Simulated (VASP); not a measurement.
Input of a VASP 6.6.1 run:

INCAR

```
SYSTEM = NaI
PREC = Accurate
ENCUT = 500
EDIFF = 1E-6
ISMEAR = 0
SIGMA = 0.01
LREAL = .FALSE.
LASPH = .TRUE.
NELM = 120
ALGO = Normal
ISIF = 2
LWAVE = .FALSE.
LCHARG = .FALSE.
GGA = PE
NBANDS = 14
GGA_COMPAT = .FALSE.
```

File KPOINTS:

```
Automatic mesh
0
G
  6 6 6
  0 0 0
```

Contents of POSCAR:

```
NaI
1.0
    0.0000000000      3.2640967911      3.2640967911
    3.2640967911      0.0000000000      3.2640967911
    3.2640967911      3.2640967911      0.0000000000
Na I
1 1
Direct
    0.0000000000      0.0000000000      0.0000000000
    0.5000000000      0.5000000000      0.5000000000
```

Potentials or basis: VASP PAW PBE potentials, release 64 (Na_pv, I).

Launch:

```sh
$ cat potpaw_PBE.64/Na_pv/POTCAR potpaw_PBE.64/I/POTCAR > POTCAR
$ mpirun -np 1 vasp_std > vasp.out
```

Q: Estimate the band gap on the k mesh.

A: 3.57 eV, direct.

Q: Predict the pressure.

A: 0.0 GPa.

Caveat: spin-orbit coupling is left out, which moves the levels of the heavy elements. As with any semilocal functional, this PBE gap is likely too small.
